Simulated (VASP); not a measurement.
## W: single point with PBEsol

The system is W, a slab with vacuum.

```
W
1.0
     3.15377    0.00000    0.00000
     0.00000    3.15377    0.00000
     0.00000    0.00000   22.30750
W
5
Direct
  0.00000 0.00000 0.36505
  0.50000 0.50000 0.42828
  0.00000 0.00000 0.50000
  0.50000 0.50000 0.57172
  0.00000 0.00000 0.63495
```

```yaml
Program: VASP 6.6.1
Task: single point
Functional: PBEsol
Potentials_or_basis: VASP PAW PBE potentials, release 64 (W_sv)
Cutoff: 520 eV
k_mesh: 12 × 12 × 1
Occupations: fermi-dirac, width 0.08 eV
Spin: no spin polarisation
Dipole_correction: no
Further_INCAR_settings: ALGO = Normal; EDIFF = 1e-06; NBANDS = 43
```

| Quantity | Value |
| --- | --- |
| Largest force | 0.051 eV/Å |
| Band gap on the k mesh | zero (bands 35 and 36 overlap by 1.97 eV) |

Forces in eV/Å, atoms in the order of the input:
```
W    0.000  0.000 -0.051
W    0.000  0.000  0.008
W    0.000  0.000  0.000
W    0.000  0.000 -0.008
W    0.000  0.000  0.051
```

Levels at points of the mesh, in eV from the Fermi level:
| k point | band 31 | band 32 | band 33 | band 34 | band 35 | band 36 | band 37 | band 38 | band 39 | band 40 |
| --- | --- | --- | --- | --- | --- | --- | --- | --- | --- | --- |
| (0.00, 0.00, 0.00) | -1.07 | -0.66 | -0.66 | -0.36 | -0.27 | -0.22 | 0.01 | 0.01 | 0.18 | 1.60 |
| (0.50, 0.00, 0.00) | -1.65 | -1.54 | -1.28 | -0.08 | 0.05 | 0.27 | 1.20 | 1.60 | 1.64 | 1.70 |
| (0.50, 0.50, 0.00) | -2.27 | -1.08 | -1.08 | 1.72 | 1.72 | 1.75 | 1.96 | 2.37 | 2.37 | 2.51 |

Run time: 12 min on 1 thread of Intel Xeon 8259CL, on a shared host, peak memory 0.39 GiB.

Caveat: there is no dipole correction, which matters where the two faces differ; the PAW data sets were made with another functional, which shifts forces and pressure a little; spin-orbit coupling is left out, which moves the levels of the heavy elements.
